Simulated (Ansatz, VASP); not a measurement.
## AlN: VASP beside Ansatz

Contents of INCAR:

```
SYSTEM = AlN
PREC     = Accurate       ! precision mode
ENCUT    = 520            ! plane-wave cutoff, eV
EDIFF    = 1E-7           ! SCF threshold, eV
ISMEAR   = 0              ! smearing method
SIGMA    = 0.05           ! smearing width, eV
LREAL    = .FALSE.        ! projectors in reciprocal space
LASPH    = .TRUE.         ! aspherical terms in the spheres
NELM     = 100            ! most SCF steps
ALGO     = Normal         ! electronic algorithm
ISIF     = 2              ! what is computed and relaxed
LWAVE    = .FALSE.        ! write WAVECAR
LCHARG   = .FALSE.        ! write CHGCAR
GGA      = PE             ! functional
NBANDS   = 26             ! bands
```

The input KPOINTS:

```
regular mesh
0
G
  8 8 3
  0 0 0
```

The input POSCAR:

```
AlN
1.0
   -3.1110021516      0.0000000000      0.0000000000
   -1.5555010758     -2.6942068945      0.0000000000
   -0.7779060880     -0.4491242893      9.9560000000
Al N
4 4
Direct
    0.1826782083      0.1826782083      0.9037500000
    0.2660282083      0.2660282083      0.4037500000
    0.6410365417      0.6410365417      0.1537500000
    0.5576865417      0.5576865417      0.6537500000
    0.3172884583      0.3172884583      0.0962500000
    0.2339384583      0.2339384583      0.5962500000
    0.6089467917      0.6089467917      0.3462500000
    0.5255967917      0.5255967917      0.8462500000
```

Input for Ansatz:

```yaml
crystal:
  lattice:
    - [-3.1110021516, 0.0, 0.0]
    - [-1.5555010758, -2.6942068945, 0.0]
    - [-0.777906088, -0.4491242893, 9.956]
  atoms:
    - { symbol: Al, position: [0.1826782083, 0.1826782083, 0.90375] }
    - { symbol: Al, position: [0.2660282083, 0.2660282083, 0.40375] }
    - { symbol: Al, position: [0.6410365417, 0.6410365417, 0.15375] }
    - { symbol: Al, position: [0.5576865417, 0.5576865417, 0.65375] }
    - { symbol: "N", position: [0.3172884583, 0.3172884583, 0.09625] }
    - { symbol: "N", position: [0.2339384583, 0.2339384583, 0.59625] }
    - { symbol: "N", position: [0.6089467917, 0.6089467917, 0.34625] }
    - { symbol: "N", position: [0.5255967917, 0.5255967917, 0.84625] }
basis:
  ecutwfc: 420
kpoints:
  mp_grid: { grid: [8, 8, 3] }
hamiltonian:
  xc: pbe
scf:
  occupations: { method: gaussian, width: 0.05 }
output:
  forces: true
  stress: true
  eigenvalues: true
```

Alike in both runs: task single point; functional PBE; k mesh 8 × 8 × 3; occupations gaussian, width 0.05 eV; no spin polarisation.

```csv
,VASP,Ansatz
version,VASP 6.6.1,Ansatz 0.2.0
potentials or method,"VASP PAW PBE potentials, release 64 (Al, N), cutoff 520 eV","scalar-relativistic, plane waves, PAW"
valence electrons in the cell,32,32
```

Ansatz gave:

| Property | Result |
| --- | --- |
| gap on the k mesh at the Fermi level (eV) | 3.35 |
| least direct gap on the mesh (eV) | 3.35 |
| pressure (GPa) | 3.3 |
| traceless stress, the component that is largest in VASP (GPa) | 7.00 |
| rms of the force components (eV/Å) | 0.485 |

Task: What did VASP give for the same quantities?

Result: gap on the k mesh at the Fermi level (eV): 3.35; least direct gap on the mesh (eV): 3.35; pressure (GPa): 3.1; traceless stress, the component that is largest in VASP (GPa): 7.03; rms of the force components (eV/Å): 0.485.

Atom by atom the forces differ by 0.003 eV/Å (rms over components). The functional is the same, so the differences come from potentials, cutoffs and numerics.
